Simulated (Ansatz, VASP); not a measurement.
# Cd3F: VASP beside Ansatz

INCAR

```
SYSTEM = Cd3F
PREC = Accurate
ENCUT = 600
EDIFF = 1E-6
ISMEAR = 0
SIGMA = 0.1
LREAL = .FALSE.
LASPH = .TRUE.
NELM = 80
ALGO = Fast
ISIF = 3
LWAVE = .FALSE.
LCHARG = .FALSE.
GGA = PE
IBRION = 2
NSW = 100
EDIFFG = -0.01
```

KPOINTS

```
regular mesh
0
G
  10 10 10
  0 0 0
```

The input POSCAR:

```
Cd3F
1.0
    4.3668027092      0.0000000000      0.0000000000
    0.0000000000      4.3668027092      0.0000000000
    0.0000000000      0.0000000000      4.3668027092
Cd F
3 1
Direct
    0.0000000000      0.5000000000      0.5000000000
    0.5000000000      0.0000000000      0.5000000000
    0.5000000000      0.5000000000      0.0000000000
    0.0000000000      0.0000000000      0.0000000000
```

Input for Ansatz:

```yaml
crystal:
  lattice:
    - [4.3668027092, 0.0, 0.0]
    - [0.0, 4.3668027092, 0.0]
    - [0.0, 0.0, 4.3668027092]
  atoms:
    - { symbol: Cd, position: [0.0, 0.5, 0.5] }
    - { symbol: Cd, position: [0.5, 0.0, 0.5] }
    - { symbol: Cd, position: [0.5, 0.5, 0.0] }
    - { symbol: F, position: [0.0, 0.0, 0.0] }
basis:
  ecutwfc: 420
kpoints:
  mp_grid: { grid: [10, 10, 10] }
hamiltonian:
  xc: pbe
scf:
  occupations: { method: gaussian, width: 0.1 }
output:
  forces: true
  stress: true
  eigenvalues: true
relax:
  adjacent_minimum: "off"
  f_tol: 0.01
  max_steps: 80
  cell: { stress_tol: 0.05 }
```

Change from the starting cell: species swapped into the Tm3In type (Pm-3m, No. 221).

Alike in both runs: task relaxation of cell and atoms; functional PBE; k mesh 10 × 10 × 10; occupations gaussian, width 0.1 eV; no spin polarisation.

|  | VASP | Ansatz |
| --- | --- | --- |
| version | VASP 6.6.1 | Ansatz 0.2.0 |
| potentials or method | VASP PAW PBE potentials, release 64 (Cd, F), cutoff 600 eV | scalar-relativistic, plane waves, PAW |
| valence electrons in the cell | 43 | 67 |

|  | VASP | Ansatz | Ansatz less VASP |
| --- | --- | --- | --- |
| gap on the k mesh at the Fermi level, each at its own relaxed structure (eV) | none | none | - |
| relaxed volume (Å³/atom) | 20.82 | 20.82 | 0.000 |
| relaxed length of the cell vector where the two differ most in proportion (Å) | 4.367 | 4.367 | 0.0000 |

A gap of «none» marks a metal or a gap that the smearing closes. VASP's potentials hold 43 valence electrons a cell and Ansatz's 67, so a difference there can come from the potentials and not from the codes.

Noted on VASP's run: the relaxation stopped at its first step, so nothing moved.
